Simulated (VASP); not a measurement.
# Be16H (a cell with a defect) in VASP: notebook, part 2 of 2

VASP 6.6.1.

**4. Single point, LDA**

Contents of INCAR:

```
PREC     = Accurate       # precision mode
ENCUT    = 520            # plane-wave cutoff, eV
EDIFF    = 1E-7           # SCF threshold, eV
ISMEAR   = 0              # smearing method
SIGMA    = 0.15           # smearing width, eV
LREAL    = Auto         
LASPH    = T              # aspherical terms in the spheres
NELM     = 60             # most SCF steps
ALGO     = Normal         # electronic algorithm
ISIF     = 2              # what is computed and relaxed
LWAVE    = F              # write WAVECAR
LCHARG   = F              # write CHGCAR
GGA      = CA             # functional
NBANDS   = 30             # bands
```

Contents of KPOINTS:

```
regular mesh
0
Gamma
  4 4 3
```

Contents of POSCAR:

```
Be16H
1.0
   -2.2900000000     -3.9663960000      0.0000000000
    3.4350000000     -1.9831980000      0.0000000000
    0.0000000000      0.0000000000      7.1768600000
Be H
16 1
Direct
    0.7486342280      0.4976740560      0.0009586365
    0.4749694658      0.3123394692      0.2227017108
    0.7819309381      0.5257918044      0.5229445746
    0.4997032181      0.3347351876      0.7526004409
    0.4959582005     -0.0122517382     -0.0062048027
    0.2422645084      0.8291844903      0.2461561184
    0.5011009833     -0.0012610621      0.4986669658
    0.2487991107      0.8287932936      0.7473523240
    0.2415840726      0.5026350877     -0.0049479856
   -0.0005976120      0.3323759734      0.2491454480
    0.2529578419      0.4990263342      0.4983590317
    0.0061519161      0.3283883225      0.7546102334
   -0.0007651273      0.0019886051      0.0010224527
    0.7504618120      0.8356348033      0.2474945868
    0.0073443944      0.0049507025      0.5017775183
    0.7512523964      0.8428535627      0.7542797268
    0.5848722821      0.3901390178      0.3978005702
```

Potentials or basis: VASP PAW LDA potentials, release 64 (Be, H).

On the command line:

```bash
> cat potpaw_LDA.64/Be/POTCAR potpaw_LDA.64/H/POTCAR > POTCAR
> mpirun -np 1 vasp_std > vasp.out
```

OUTCAR:

```text
PREC = Accurate
   ENCUT = 520
   EDIFF = 1E-7
   ISMEAR = 0
   LREAL = Auto
   LASPH = T
   NELM = 60
   ISIF = 2
   GGA = CA

 ion  position               nearest neighbor table
   1  0.749  0.498  0.001-   2 2.15   4 2.21  10 2.22  14 2.22  12 2.23  16 2.24   9 2.26   5 2.26
                            13 2.28  13 2.31   9 2.32   5 2.33
   2  0.475  0.312  0.223-  17 1.39   5 2.09   9 2.09   1 2.15  10 2.19   6 2.20  14 2.28   6 2.32
                             7 2.34  11 2.34
   3  0.782  0.526  0.523-  17 1.38  16 2.09  12 2.11  11 2.17  15 2.17   4 2.23   7 2.28  15 2.31
[... 1006 lines left out ...]
  Total       -3.0655092     -4.4989463     -1.9417409     -0.6533456     -1.5317354      0.2379826
  in kB      -37.6718706    -55.2872978    -23.8619449     -8.0289278    -18.8234097      2.9245552
  external PRESSURE =     -38.9403711 kB  Pullay stress =       0.0000000 kB

 VOLUME and BASIS-vectors are now :
 -----------------------------------------------------------------------------
  energy-cutoff  :      520.00
  volume of cell :      130.38
      direct lattice vectors                 reciprocal lattice vectors
    -2.290000000 -3.966396000  0.000000000    -0.109170306 -0.189088533  0.000000000
     3.435000000 -1.983198000  0.000000000     0.218340611 -0.126059022  0.000000000
     0.000000000  0.000000000  7.176860000     0.000000000  0.000000000  0.139336702

 POSITION                                       TOTAL-FORCE (eV/Angst)
 -----------------------------------------------------------------------------------
     -0.00486     -3.95637      0.00688         0.012446     -0.030691      0.022451
     -0.01479     -2.50335      1.59830         0.015617     -0.146436     -0.011396
      0.01547     -4.14420      3.75310        -0.008246     -0.070286     -0.152860
      0.00549     -2.64587      5.40131        -0.005250     -0.033676      0.039722
      2.25717     -3.92607      7.13233         0.004431     -0.025073     -0.029470
      2.29346     -2.60535      1.76663        -0.000165     -0.049921     -0.036354
[... 9 lines left out ...]
      1.17483     -4.65131      5.41336        -0.011452     -0.008703     -0.051907
      0.00077     -3.09356      2.85496         0.017978      0.736210      0.613265
 -----------------------------------------------------------------------------------
    total drift:                               -0.001698      0.000249     -0.001391

  FREE ENERGIE OF THE ION-ELECTRON SYSTEM (eV)
  ---------------------------------------------------
  free  energy   TOTEN  =       -68.5552630256 eV

  energy  without entropy=      -68.5252317669  energy(sigma->0) =      -68.54024740
```

stdout:

```text
POSCAR found type information on POSCAR BeH
 POSCAR found :  2 types and      17 ions
 scaLAPACK will be used
 LDA part: xc-table for (Slater(with rela. corr.)+CA(PZ))
 , standard interpolation
 POSCAR, INCAR and KPOINTS ok, starting setup
 FFT: planning ... GRIDC
 FFT: planning ... GRID_SOFT
 FFT: planning ... GRID
 WAVECAR not read
 entering main loop
```

Run time: 2.6 min. Hardware: 1 thread of Intel Xeon 8259CL, shared host; peak memory 0.23 GiB.

What came out:

* Free energy: -68.5553 eV
* Pressure: -3.9 GPa
* Largest force: 0.958 eV/Å
* Band gap on the k mesh: zero (an odd number of electrons rules out a gap without spin polarisation)

Forces on the atoms (eV/Å):
```
Be   0.012 -0.031  0.022
Be   0.016 -0.146 -0.011
Be  -0.008 -0.070 -0.153
Be  -0.005 -0.034  0.040
Be   0.004 -0.025 -0.029
Be   0.000 -0.050 -0.036
Be  -0.008 -0.074 -0.074
Be  -0.008 -0.036 -0.037
Be  -0.012 -0.018 -0.010
Be  -0.016 -0.047 -0.040
Be  -0.026 -0.071 -0.060
Be   0.008 -0.025 -0.028
Be   0.000 -0.009 -0.037
Be   0.012 -0.051 -0.058
Be   0.024 -0.042 -0.049
Be  -0.011 -0.009 -0.052
H    0.018  0.736  0.613
```

Levels at points of the mesh, in eV from the Fermi level:
| k point | band 12 | band 13 | band 14 | band 15 | band 16 | band 17 | band 18 | band 19 | band 20 | band 21 |
| --- | --- | --- | --- | --- | --- | --- | --- | --- | --- | --- |
| (0.00, 0.00, 0.00) | -4.33 | -4.21 | -3.84 | -0.64 | 0.06 | 0.19 | 0.41 | 0.75 | 1.05 | 1.22 |
| (0.50, 0.00, 0.00) | -2.79 | -2.70 | -2.62 | -2.45 | -2.38 | -0.44 | 0.19 | 0.31 | 0.45 | 0.48 |
| (0.00, 0.50, 0.00) | -4.15 | -3.84 | -3.62 | -2.92 | -2.70 | 0.00 | 0.17 | 0.62 | 0.69 | 0.84 |
| (0.50, 0.50, 0.00) | -6.41 | -1.76 | -1.25 | -1.03 | -1.00 | 0.04 | 0.38 | 0.42 | 0.56 | 3.73 |

Caveat: the k points lie up to 0.40 Å⁻¹ apart, too coarse for converged energies and pressures of a metal.

**5. Single point, LDA**

Contents of INCAR:

```
ALGO = Normal
EDIFF = 1E-7
ENCUT = 520
GGA = CA
ISIF = 2
ISMEAR = 0
LASPH = True
LCHARG = False
LREAL = Auto
LWAVE = False
NBANDS = 30
NELM = 60
PREC = Accurate
SIGMA = 0.15
```

Contents of KPOINTS:

```
k-points
0
Gamma
  4 4 3
```

Contents of POSCAR:

```
Be16H
1.0
   -2.2900000000     -3.9663960000      0.0000000000
    3.4350000000     -1.9831980000      0.0000000000
    0.0000000000      0.0000000000      7.1768600000
Be H
16 1
Direct
    0.7488107622      0.4984010613      0.0014865833
    0.4837938066      0.3193993645      0.2263234897
    0.7814331561      0.5244608231      0.5159742562
    0.5004085558      0.3342054127      0.7550413412
    0.4960015024     -0.0111765821     -0.0055887951
    0.2437609058      0.8299139663      0.2456943566
    0.5019488765     -0.0054346646      0.4980013544
    0.2488505995      0.8294098611      0.7467276776
    0.2426240212      0.5008451262     -0.0039150826
   -0.0003983972      0.3328397876      0.2486523354
    0.2505541045      0.4997318484      0.4983835549
    0.0042068770      0.3295620810      0.7535788632
   -0.0012889114      0.0009113225      0.0001822524
    0.7511864942      0.8354611562      0.2467881497
    0.0054911082      0.0068621944      0.5006590626
    0.7502635688      0.8400318989      0.7525505583
    0.5478926290      0.3651243436      0.4212955248
```

On the command line:

```bash
> cat potpaw_LDA.64/Be/POTCAR potpaw_LDA.64/H/POTCAR > POTCAR
> mpirun -np 1 vasp_std > vasp.out
```

It took 3 min on 1 thread of Intel Xeon 8259CL, shared host; peak memory 0.23 GiB.

It converged, with:

```yaml
Free_energy: -68.8576 eV
Pressure: -4.3 GPa
Largest_force: 0.981 eV/Å
Band_gap_on_the_k_mesh: zero (an odd number of electrons rules out a gap without spin polarisation)
```

Forces on the atoms (eV/Å):
```
Be   0.009 -0.053 -0.017
Be   0.021 -0.234  0.105
Be  -0.020 -0.022 -0.235
Be  -0.013 -0.047  0.035
Be   0.012 -0.047 -0.015
Be  -0.001 -0.067 -0.036
Be  -0.070 -0.021 -0.051
Be   0.004 -0.056 -0.040
Be  -0.029 -0.035  0.000
Be  -0.002 -0.043 -0.041
Be   0.038 -0.008 -0.033
Be   0.034 -0.023 -0.058
Be  -0.004 -0.017 -0.054
Be  -0.006 -0.044 -0.048
Be   0.047 -0.024 -0.070
Be  -0.033 -0.004 -0.080
H    0.013  0.746  0.637
```

Stress tensor (GPa, compression positive):
```
-4.62 -0.57  0.11
-0.57 -5.36 -0.90
 0.11 -0.90 -2.78
```

Levels at points of the mesh, in eV from the Fermi level:
```tsv
k point	band 14	band 15	band 16	band 17	band 18	band 19
(0.00, 0.00, 0.00)	-3.83	-0.78	0.07	0.30	0.46	0.72
(0.50, 0.00, 0.00)	-2.59	-2.46	-2.41	-0.46	0.12	0.26
(0.00, 0.50, 0.00)	-3.68	-2.88	-2.70	-0.03	0.30	0.59
(0.50, 0.50, 0.00)	-1.21	-1.04	-0.99	-0.18	0.35	0.41
```

Caveat: the k points lie up to 0.40 Å⁻¹ apart, too coarse for converged energies and pressures of a metal.

**6. Single point, LDA**

Contents of INCAR:

```
SYSTEM = Be16H
PREC = Accurate
ENCUT = 520
EDIFF = 1E-7
ISMEAR = 0
SIGMA = 0.15
LREAL = Auto
LASPH = .True.
NELM = 100
ALGO = Normal
ISIF = 2
LWAVE = .False.
LCHARG = .False.
NBANDS = 30
```

Contents of KPOINTS:

```
Automatic mesh
0
Gamma
  4 4 3
  0 0 0
```

Contents of POSCAR:

```
Be16H
1.0
   -2.2900000000     -3.9663960000      0.0000000000
    3.4350000000     -1.9831980000      0.0000000000
    0.0000000000      0.0000000000      7.1768600000
Be H
16 1
Direct
    0.7486454409      0.4982637728     -0.0057888826
    0.4680138428      0.3082575546      0.2332258118
    0.7650395402      0.5127850210      0.5225739390
    0.5002620712      0.3340783531      0.7479132936
    0.4987799735     -0.0074782709     -0.0034073397
    0.2439328027      0.8257263808      0.2483997180
    0.4981303806     -0.0025334581      0.5021402117
    0.2504027036      0.8314670134      0.7489031415
    0.2449792542      0.5027663733     -0.0043507885
   -0.0008329553      0.3327200968      0.2505535847
    0.2499157386      0.4995528505      0.5003528005
    0.0064088690      0.3316405561      0.7529486433
    0.0002974790      0.0028489744      0.0023676092
    0.7474685998      0.8383013373      0.2508754525
    0.0055165010      0.0023559788      0.5033449169
    0.7530764151      0.8435525446      0.7545496220
    0.6998343585      0.4660421197      0.3287628573
```

Potentials or basis: VASP PAW LDA potentials, release 64 (Be, H).

On the command line:

```bash
> cat potpaw_LDA.64/Be/POTCAR potpaw_LDA.64/H/POTCAR > POTCAR
> mpirun -np 1 vasp_std > vasp.out
```

Wall time 3 min (1 thread of Intel Xeon 8259CL, shared host); peak memory 0.23 GiB.

The run converged. Its results:

```yaml
Free_energy: -68.8472 eV
Pressure: -4.3 GPa
Largest_force: 1.034 eV/Å
Band_gap_on_the_k_mesh: zero (an odd number of electrons rules out a gap without spin polarisation)
```

Forces on the atoms (eV/Å):
```
Be   0.010  0.040 -0.037
Be   0.015  0.048  0.211
Be  -0.021  0.211 -0.067
Be  -0.011  0.050  0.002
Be   0.029  0.001  0.075
Be  -0.041  0.030  0.071
Be  -0.002  0.055  0.060
Be   0.004  0.014  0.053
Be  -0.027  0.023  0.050
Be  -0.019  0.028  0.044
Be   0.016  0.055  0.049
Be   0.026  0.034  0.002
Be  -0.001  0.053  0.036
Be   0.049  0.037  0.063
Be  -0.002  0.068  0.034
Be  -0.011  0.046  0.018
H   -0.013 -0.793 -0.663
```

Stress tensor (GPa, compression positive):
```
-4.62 -0.56  0.11
-0.56 -5.34 -0.94
 0.11 -0.94 -2.79
```

Levels at points of the mesh, in eV from the Fermi level:
| k point | band 13 | band 14 | band 15 | band 16 | band 17 | band 18 | band 19 | band 20 |
| --- | --- | --- | --- | --- | --- | --- | --- | --- |
| (0.00, 0.00, 0.00) | -4.19 | -3.83 | -0.78 | 0.07 | 0.30 | 0.46 | 0.73 | 0.95 |
| (0.50, 0.00, 0.00) | -2.66 | -2.59 | -2.47 | -2.41 | -0.47 | 0.12 | 0.26 | 0.42 |
| (0.00, 0.50, 0.00) | -3.87 | -3.68 | -2.89 | -2.70 | -0.03 | 0.30 | 0.60 | 0.69 |
| (0.50, 0.50, 0.00) | -1.76 | -1.21 | -1.04 | -0.98 | -0.17 | 0.34 | 0.41 | 0.53 |

Caveat: the k points lie up to 0.40 Å⁻¹ apart, too coarse for converged energies and pressures of a metal.

**7. Summary**

| cell | gap on the mesh (eV) | pressure (GPa) | largest force (eV/Å) |
| --- | --- | --- | --- |
| as given, atomic positions A | none | -4.3 | 0.98 |
| as given, atomic positions B | none | -3.9 | 0.96 |
| as given, atomic positions C | none | -4.3 | 1.03 |

Alike in all rows: task single point; level LDA; potentials or basis VASP PAW LDA potentials, release 64 (Be, H); no spin polarisation; k mesh 4 × 4 × 3; cutoff (eV) 520; smearing gaussian 0.15 eV.

Caveats: all runs use coarse meshes.

Total energies depend on the potentials used, so only differences within one code and one set of settings carry meaning.
